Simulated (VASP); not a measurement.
# CaF2 (Fm-3m) in VASP: further runs

Runs on CaF2. Level: LDA. Tasks: single point.

Everything below comes from runs of VASP 6.6.1. Logs are shortened: lines on timing, memory, paths and dates and some standing lists are left out, and cuts for length are marked.

**1. The cell of the first run**

It takes space group Fm-3m (No. 225, cubic). The conventional cell has a = 5.312 Å, b = 5.312 Å, c = 5.312 Å, α = 90.00°, β = 90.00°, γ = 90.00°. Within 3.0 Å of Ca (site symmetry m-3m) lie 8 F at 2.30 Å. F (site symmetry -43m) has 4 Ca at 2.30 Å and 6 F at 2.66 Å within 3.0 Å.

**2. Single point, LDA**

Input file INCAR:

```
SYSTEM = CaF2
ALGO = Normal
EDIFF = 1E-6
ENCUT = 600
GGA = CA
GGA_COMPAT = .FALSE.
ISIF = 2
ISMEAR = 0
LASPH = .TRUE.
LCHARG = .FALSE.
LREAL = .FALSE.
LWAVE = .FALSE.
NBANDS = 19
NELM = 120
PREC = Accurate
SIGMA = 0.1
```

Input file KPOINTS:

```
k-points
0
G
  6 6 6
  0 0 0
```

Input file POSCAR:

```
CaF2
1.0
    0.0000000000      2.6561400844      2.6561400844
    2.6561400844      0.0000000000      2.6561400844
    2.6561400844      2.6561400844      0.0000000000
Ca F
1 2
Direct
    0.0000000000      0.0000000000      0.0000000000
    0.2500000000      0.2500000000      0.2500000000
    0.7500000000      0.7500000000      0.7500000000
```

Potentials or basis: VASP PAW LDA potentials, release 64 (Ca_sv, F).

Started as:

```
$ cat potpaw_LDA.64/Ca_sv/POTCAR potpaw_LDA.64/F/POTCAR > POTCAR
$ mpirun -np 1 vasp_std > vasp.out
```

OUTCAR:

```text
SYSTEM = CaF2
   EDIFF = 1E-6
   ENCUT = 600
   GGA = CA
   ISIF = 2
   ISMEAR = 0
   LASPH = .TRUE.
   LREAL = .FALSE.
   NELM = 120
   PREC = Accurate

 ion  position               nearest neighbor table
   1  0.000  0.000  0.000-   3 2.30   3 2.30   3 2.30   2 2.30   2 2.30   2 2.30   3 2.30   2 2.30

   2  0.250  0.250  0.250-   1 2.30   1 2.30   1 2.30   1 2.30
   3  0.750  0.750  0.750-   1 2.30   1 2.30   1 2.30   1 2.30

  LATTYP: Found a face centered cubic cell.
 ALAT       =     5.3122801688

  Lattice vectors:

 A1 = (   0.0000000000,   2.6561400844,   2.6561400844)
 A2 = (   2.6561400844,   0.0000000000,   2.6561400844)
 A3 = (   2.6561400844,   2.6561400844,   0.0000000000)

Analysis of symmetry for initial positions (statically):
=====================================================================
 Subroutine PRICEL returns:
 Original cell was already a primitive cell.

 Routine SETGRP: Setting up the symmetry group for a
 face centered cubic supercell.

 Subroutine GETGRP returns: Found 48 space group operations
 (whereof 48 operations were pure point group operations)
 out of a pool of 48 trial point group operations.

The static configuration has the point symmetry O_h .

Analysis of symmetry for dynamics (positions and initial velocities):
=====================================================================
 Subroutine PRICEL returns:
 Original cell was already a primitive cell.

 Routine SETGRP: Setting up the symmetry group for a
 face centered cubic supercell.

 Subroutine GETGRP returns: Found 48 space group operations
 (whereof 48 operations were pure point group operations)
 out of a pool of 48 trial point group operations.

The dynamic configuration has the point symmetry O_h .

 Subroutine INISYM returns: Found 48 space group operations
 (whereof 48 operations are pure point group operations),
 and found     1 'primitive' translations

----------------------------------------------------------------------------------------

                                     Primitive cell

  volume of cell :      37.4786

  direct lattice vectors                    reciprocal lattice vectors
     0.000000000  2.656140084  2.656140084    -0.188243084  0.188243084  0.188243084
     2.656140084  0.000000000  2.656140084     0.188243084 -0.188243084  0.188243084
     2.656140084  2.656140084  0.000000000     0.188243084  0.188243084 -0.188243084

  length of vectors
     3.756349331  3.756349331  3.756349331     0.326046585  0.326046585  0.326046585

  position of ions in fractional coordinates (direct lattice)
     0.000000000  0.000000000  0.000000000
     0.250000000  0.250000000  0.250000000
     0.750000000  0.750000000  0.750000000

  ion indices of the primitive-cell ions
   primitive index   ion index
                 1           1
                 2           2
                 3           3

----------------------------------------------------------------------------------------

 KPOINTS: k-points

Automatic generation of k-mesh.
 Grid dimensions read from file:
 generate k-points for:    6    6    6

 Generating k-lattice:

  Cartesian coordinates                     Fractional coordinates (reciprocal lattice)
    -0.031373847  0.031373847  0.031373847     0.166666667  0.000000000  0.000000000
     0.031373847 -0.031373847  0.031373847     0.000000000  0.166666667  0.000000000
     0.031373847  0.031373847 -0.031373847     0.000000000  0.000000000  0.166666667

  Length of vectors
     0.054341097  0.054341097  0.054341097

  Shift w.r.t. Gamma in fractional coordinates (k-lattice)
     0.000000000  0.000000000  0.000000000

 Subroutine IBZKPT returns following result:
 ===========================================

 Found     16 irreducible k-points:

 Following reciprocal coordinates:
            Coordinates               Weight
  0.000000  0.000000  0.000000      1.000000
  0.166667  0.000000  0.000000      8.000000
  0.333333  0.000000  0.000000      8.000000
  0.500000  0.000000  0.000000      4.000000
  0.166667  0.166667  0.000000      6.000000
  0.333333  0.166667  0.000000     24.000000
[... 8 lines left out ...]
 -0.333333  0.333333  0.166667     24.000000
 -0.333333  0.500000  0.166667     12.000000
   k-points           NKPTS =     16   k-points in BZ     NKDIM =     16   number of bands    NBANDS=     19
   number of dos      NEDOS =    301   number of ions     NIONS =      3
   total plane-waves  NPLWV =  27000
   dimension x,y,z NGX =    30 NGY =   30 NGZ =   30
   dimension x,y,z NGXF=    60 NGYF=   60 NGZF=   60
   ions per type =               1   2
   NGX,Y,Z   is equivalent  to a cutoff of  13.28, 13.28, 13.28 a.u.
   NGXF,Y,Z  is equivalent  to a cutoff of  26.55, 26.55, 26.55 a.u.
 SYSTEM =  CaF2
   PREC   = accura    normal or accurate (medium, high low for compatibility)
   ISTART =      0    job   : 0-new  1-cont  2-samecut
   ICHARG =      2    charge: 1-file 2-atom 10-const
   ISPIN  =      1    spin polarized calculation?
   LNONCOLLINEAR =      F non collinear calculations
   LSORBIT =      F    spin-orbit coupling
   LASPH  =      T    aspherical Exc in radial PAW
   ENCUT  =  600.0 eV  44.10 Ry    6.64 a.u.   7.50  7.50  7.50*2*pi/ulx,y,z
   NELM   =    120;   NELMIN=  2; NELMDL= -5     # of ELM steps
   EDIFF  = 0.1E-05   stopping-criterion for ELM
   LREAL  =      F    real-space projection
   EDIFFG = 0.1E-04   stopping-criterion for IOM
   NSW    =      0    number of steps for IOM
   IBRION =     -1    ionic relax: 0-MD 1-quasi-New 2-CG
   NFREE  =      0    steps in history (QN), initial steepest desc. (CG)
   ISIF   =      2    stress and relaxation
   ISYM   =      2    0-nonsym 1-usesym 2-fastsym
   POTIM  = 0.5000    time-step for ionic-motion
   TEBEG  =    0.0;   TEEND  =   0.0 temperature during run
   PSTRESS=    0.0 pullay stress
   NELECT =      24.0000    total number of electrons
   NUPDOWN=      -1.0000    fix difference up-down
   EMIN   =  10.00;   EMAX   =-10.00  energy-range for DOS
   EFERMI =   0.00;   METHOD = LEGACY
   ISMEAR =     0;   SIGMA  =   0.10  broadening in eV -4-tet -1-fermi 0-gaus
   EFERMI_NEDOS =   21; number of points for ismear=-14 and -15
   IALGO  =     38    algorithm
   IMIX   =      4    mixing-type and parameters
     AMIX     =   0.40;   BMIX     =  1.00
     AMIX_MAG =   1.60;   BMIX_MAG =  1.00
  volume/ion in A,a.u.               =      12.49        84.31
  Fermi-wavevector in a.u.,A,eV,Ry     =   1.411078  2.666550 27.091109  1.991140
  Thomas-Fermi vector in A             =   2.532966
   LORBIT       =      0    0 simple, 1 ext, 2 COOP (PROOUT), +10 PAW based schemes
   GGA     = CA    functional components
   LHFCALC =     F    Hartree Fock is set to
   AEXX    =    0.0000 exact exchange contribution
   IVDW    =     0    specifies the selected vdW correction
   LEPSILON=     F    determine dielectric tensor
   LRPA    =     F    only Hartree local field effects (RPA)
 non-spin polarized calculation
 Gauss-broadening in eV      SIGMA  =   0.10
  energy-cutoff  :      600.00
  volume of cell :       37.48
 maximum number of plane-waves:      1272
   NGX = 15   NGY = 15   NGZ = 15

 number of electron      24.0000004 magnetization

 Free energy of the ion-electron system (eV)
  ---------------------------------------------------
  ext. energy  EPLUGINS =         0.00000000
  ---------------------------------------------------
  free energy    TOTEN  =       -19.00844845 eV

  energy without entropy =      -19.00844845  energy(sigma->0) =      -19.00844845

 E-fermi :  -0.4245     XC(G=0): -10.7956

 val. band max:       -0.8850050379   @ k =   0.5000   0.5000   0.0000
 cond. band min:       6.5200187496   @ k =   0.0000   0.0000   0.0000
 fundamental gap:      7.4050237875
 Fermi energy:        -0.4245340537

 k-point     1 :       0.0000    0.0000    0.0000
  band No.  band energies     occupation
      1     -35.9415      2.00000
      2     -20.6294      2.00000
      3     -19.6734      2.00000
      4     -17.1785      2.00000
      5     -17.1785      2.00000
      6     -17.1785      2.00000
[... 11 lines left out ...]
     18      10.9794      0.00000
     19      16.2974      0.00000

 k-point     2 :       0.1667    0.0000    0.0000
  band No.  band energies     occupation
      1     -35.9269      2.00000
      2     -20.7191      2.00000
      3     -19.7695      2.00000
      4     -17.1950      2.00000
      5     -17.1950      2.00000
      6     -17.0261      2.00000
[... 11 lines left out ...]
     18      10.8912      0.00000
     19      15.1978      0.00000

 k-point     3 :       0.3333    0.0000    0.0000
  band No.  band energies     occupation
      1     -35.8973      2.00000
      2     -20.8238      2.00000
      3     -20.0417      2.00000
      4     -17.2275      2.00000
      5     -17.2275      2.00000
      6     -16.7012      2.00000
[... 11 lines left out ...]
     18      10.7176      0.00000
     19      13.7657      0.00000

 k-point     4 :       0.5000    0.0000    0.0000
  band No.  band energies     occupation
      1     -35.8824      2.00000
      2     -20.8336      2.00000
      3     -20.2183      2.00000
      4     -17.2436      2.00000
      5     -17.2436      2.00000
      6     -16.5337      2.00000
[... 231 lines left out ...]
     18      11.5709      0.00000
     19      14.9560      0.00000

 k-point    15 :      -0.3333    0.3333    0.1667
  band No.  band energies     occupation
      1     -35.8678      2.00000
      2     -20.7004      2.00000
      3     -20.5545      2.00000
      4     -17.3120      2.00000
      5     -16.8574      2.00000
      6     -16.6974      2.00000
[... 11 lines left out ...]
     18      12.7412      0.00000
     19      14.3962      0.00000

 k-point    16 :      -0.3333    0.5000    0.1667
  band No.  band energies     occupation
      1     -35.8629      2.00000
      2     -20.8811      2.00000
      3     -20.3893      2.00000
      4     -17.3461      2.00000
      5     -17.0138      2.00000
      6     -16.5069      2.00000
[... 11 lines left out ...]
     18      14.0712      0.00000
     19      14.3069      0.00000

------------------------ aborting loop because EDIFF is reached ----------------------------------------

  FORCE on cell =-STRESS in cart. coord.  units (eV):
  Direction    XX          YY          ZZ          XY          YZ          ZX
  --------------------------------------------------------------------------------------
  -------------------------------------------------------------------------------------
  Total        0.3091835      0.3091835      0.3091835     -0.0000000      0.0000000     -0.0000000
  in kB       13.2173352     13.2173352     13.2173352     -0.0000000      0.0000000     -0.0000000
  external PRESSURE =      13.2173352 kB  Pullay stress =       0.0000000 kB

 VOLUME and BASIS-vectors are now :
 -----------------------------------------------------------------------------
  energy-cutoff  :      600.00
  volume of cell :       37.48
      direct lattice vectors                 reciprocal lattice vectors
     0.000000000  2.656140084  2.656140084    -0.188243084  0.188243084  0.188243084
     2.656140084  0.000000000  2.656140084     0.188243084 -0.188243084  0.188243084
     2.656140084  2.656140084  0.000000000     0.188243084  0.188243084 -0.188243084

 POSITION                                       TOTAL-FORCE (eV/Angst)
 -----------------------------------------------------------------------------------
      0.00000      0.00000      0.00000        -0.000000      0.000000     -0.000000
      1.32807      1.32807      1.32807         0.000000      0.000000      0.000000
      3.98421      3.98421      3.98421        -0.000000     -0.000000     -0.000000
 -----------------------------------------------------------------------------------
    total drift:                                0.000000     -0.000000      0.000000

  FREE ENERGIE OF THE ION-ELECTRON SYSTEM (eV)
  ---------------------------------------------------
  free  energy   TOTEN  =       -19.0084484512 eV

  energy  without entropy=      -19.0084484512  energy(sigma->0) =      -19.00844845
```

It took 12 s on 1 thread of Intel Xeon Platinum 8375C at 2.90GHz (Ice Lake), shared host; peak memory 0.15 GiB.

Results:

* Free energy: -19.0084 eV
* Pressure: 1.3 GPa
* Band gap on the k mesh: 7.41 eV (least direct gap 7.68 eV)

**3. Single point, LDA**

This run uses another cell than the first one, of 13.04 Å³/atom.

Input file INCAR:

```
SYSTEM = CaF2
ALGO     = Normal         ! electronic algorithm
EDIFF    = 1E-6           ! SCF threshold, eV
ENCUT    = 600            ! plane-wave cutoff, eV
GGA      = CA             ! functional
GGA_COMPAT= .False.      
ISIF     = 2              ! what is computed and relaxed
ISMEAR   = 0              ! smearing method
LASPH    = .True.         ! aspherical terms in the spheres
LCHARG   = .False.        ! write CHGCAR
LREAL    = .False.        ! projectors in reciprocal space
LWAVE    = .False.        ! write WAVECAR
NBANDS   = 19             ! bands
NELM     = 120            ! most SCF steps
PREC     = Accurate       ! precision mode
SIGMA    = 0.1            ! smearing width, eV
```

Input file KPOINTS:

```
k-points
0
Gamma
  6 6 6
  0 0 0
```

Input file POSCAR:

```
CaF2
1.0
    0.0000000000      2.6940900700      2.6940900700
    2.6940900700      0.0000000000      2.6940900700
    2.6940900700      2.6940900700      0.0000000000
Ca F
1 2
Direct
    0.0000000000      0.0000000000      0.0000000000
    0.2500000000      0.2500000000      0.2500000000
    0.7500000000      0.7500000000      0.7500000000
```

Potentials or basis: VASP PAW LDA potentials, release 64 (Ca_sv, F).

Started as:

```
$ cat potpaw_LDA.64/Ca_sv/POTCAR potpaw_LDA.64/F/POTCAR > POTCAR
$ mpirun -np 1 vasp_std > vasp.out
```

Run time: 12 s. Hardware: 1 thread of Intel Xeon Platinum 8375C at 2.90GHz (Ice Lake), shared host; peak memory 0.15 GiB.

It converged, with:

```
Free energy            : -19.0044 eV
Pressure               : -2.9 GPa
Band gap on the k mesh : 7.15 eV (least direct gap 7.41 eV)
```

Levels at points of the mesh, in eV from the valence-band top:
```tsv
k point	band 10	band 11	band 12	band 13	band 14	band 15
(0.00, 0.00, 0.00)	-0.27	-0.27	-0.27	7.15	9.18	9.18
(0.50, 0.00, 0.00)	-1.33	-0.88	-0.88	9.43	9.43	9.92
(0.50, 0.50, 0.00)	-0.40	-0.40	0.00	7.97	9.66	10.23
```

A k mesh can miss the band edges. A hybrid or GW would open this gap; LDA tends to underestimate it.
